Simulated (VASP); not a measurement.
The system is Cd.

```
Cd
1.0
     0.00000    3.06816    3.06816
     3.06816    0.00000    3.06816
     3.06816    3.06816    0.00000
Cd
2
Direct
  0.87500 0.87500 0.87500
  0.12500 0.12500 0.12500
```

This isn't the form of Cd at room conditions, which is hcp.

```yaml
Program: VASP 6.6.1
Task: relaxation of cell and atoms
Functional: PBE
Potentials_or_basis: VASP PAW PBE potentials, release 64 (Cd)
Cutoff: 600 eV
k_mesh: 12 × 12 × 12
Occupations: fermi-dirac, width 0.05 eV
Spin: no spin polarisation
```

At the start: pressure 8.6 GPa; volume 28.88 Å³/atom.

Task: Where does the relaxation end?

Result: Over 5 steps the energy falls by 176.7 meV/atom and the volume is 37.82 Å³/atom (+30.9 %); space group Fd-3m (No. 227, to 0.1 Å) before and after.

The path:
```tsv
step	energy change (eV)	largest force (eV/Å)	pressure (GPa)	volume (Å³)
1	0.0000	0.0000	8.61	57.77
2	-0.3432	0.0000	0.89	71.74
3	-0.3517	0.0000	0.34	73.97
4	-0.3480	0.0000	-0.55	78.55
5	-0.3534	0.0000	-0.02	75.63
```

Final structure:
```cif
data_structure
_symmetry_space_group_name_H-M 'P 1'
_symmetry_Int_Tables_number 1
_cell_length_a 4.7469
_cell_length_b 4.7469
_cell_length_c 4.7469
_cell_angle_alpha 60.000
_cell_angle_beta 60.000
_cell_angle_gamma 60.000
_cell_volume 75.63
loop_
_atom_site_label
_atom_site_type_symbol
_atom_site_fract_x
_atom_site_fract_y
_atom_site_fract_z
_atom_site_occupancy
Cd1 Cd 0.87500 0.87500 0.87500 1
Cd2 Cd 0.12500 0.12500 0.12500 1
```

Caveat: the volume moved by over 15 % at a fixed basis, so the end points are rough.
